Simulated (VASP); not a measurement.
Input of a VASP 6.6.1 run:

The input INCAR:

```
  ALGO = Normal
  EDIFF = 1E-6
  ENCUT = 520
  GGA = PE
  ISIF = 2
  ISMEAR = 0
  LASPH = True
  LCHARG = False
  LREAL = False
  LWAVE = False
  NBANDS = 40
  NELM = 100
  PREC = Accurate
  SIGMA = 0.1
```

KPOINTS

```
k-points
0
Gamma
  8 8 4
```

File POSCAR:

```
Na4H
1.0
    4.7472155287      0.0000000000      0.0000000000
    0.0000000000      4.7472155287      0.0000000000
    0.0000000000      0.0000000000     13.2317457678
Na H
8 2
Direct
    0.0000000000      0.0000000000      0.0000000000
    0.5000000000      0.5000000000      0.0000000000
    0.0000000000      0.5000000000      0.4688273420
    0.5000000000      0.0000000000      0.5311726580
    0.0000000000      0.0000000000      0.2696091924
    0.5000000000      0.5000000000      0.2696091924
    0.5000000000      0.5000000000      0.7303908076
    0.0000000000      0.0000000000      0.7303908076
    0.0000000000      0.5000000000      0.2980287794
    0.5000000000      0.0000000000      0.7019712206
```

Potentials or basis: VASP PAW PBE potentials, release 64 (Na_pv, H).

Run with:

```console
$ cat potpaw_PBE.64/Na_pv/POTCAR potpaw_PBE.64/H/POTCAR > POTCAR
$ mpirun -np 1 vasp_std > vasp.out
```

Q: What does it give for the band gap on the k mesh?

A: Zero (bands 29 and 30 overlap by 1.07 eV).

Q: Estimate the pressure.

A: 0.0 GPa.

Q: Estimate the largest force.

A: 0.005 eV/Å.

Forces in eV/Å, atoms in the order of the input:
```
Na   0.000  0.000  0.000
Na   0.000  0.000  0.000
Na   0.000  0.000  0.005
Na   0.000  0.000 -0.005
Na   0.000  0.000 -0.001
Na   0.000  0.000 -0.001
Na   0.000  0.000  0.001
Na   0.000  0.000  0.001
H    0.000  0.000 -0.005
H    0.000  0.000  0.005
```
